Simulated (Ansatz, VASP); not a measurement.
## Ir: VASP beside Ansatz

```xyz
2
Lattice="2.8339 0.0000 0.0000 -1.4170 2.4542 0.0000 0.0000 0.0000 4.5292" Properties=species:S:1:pos:R:3 pbc="T T T"
Ir    1.4170    0.8181    3.3969
Ir    0.0000    1.6362    1.1323
```

Change from the starting cell: strain +0.030 along x and y, +0.015 along z, atoms carried along.

Alike in both runs: task single point; functional r2SCAN; k mesh 18 × 18 × 12; occupations gaussian, width 0.15 eV; no spin polarisation.

|  | VASP | Ansatz |
| --- | --- | --- |
| version | VASP 6.6.1 | Ansatz 0.2.0 |
| potentials or method | VASP PAW PBE potentials, release 64 (Ir), cutoff 520 eV | scalar-relativistic, plane waves, PAW |
| valence electrons in the cell | 18 | 34 |

|  | VASP | Ansatz | Ansatz less VASP |
| --- | --- | --- | --- |
| gap on the k mesh at the Fermi level (eV) | none | none | - |
| pressure (GPa) | -27.1 | -28.6 | -1.52 |
| traceless stress, the component that is largest in VASP (GPa) | 1.90 | 1.81 | -0.090 |

VASP's potentials were made for PBE, not for r2SCAN. A gap of «none» marks a metal or a gap that the smearing closes. The functional is the same, so the differences come from potentials, cutoffs and numerics. VASP's potentials hold 18 valence electrons a cell and Ansatz's 34, so a difference there can come from the potentials and not from the codes.

Spin-orbit coupling is off throughout.
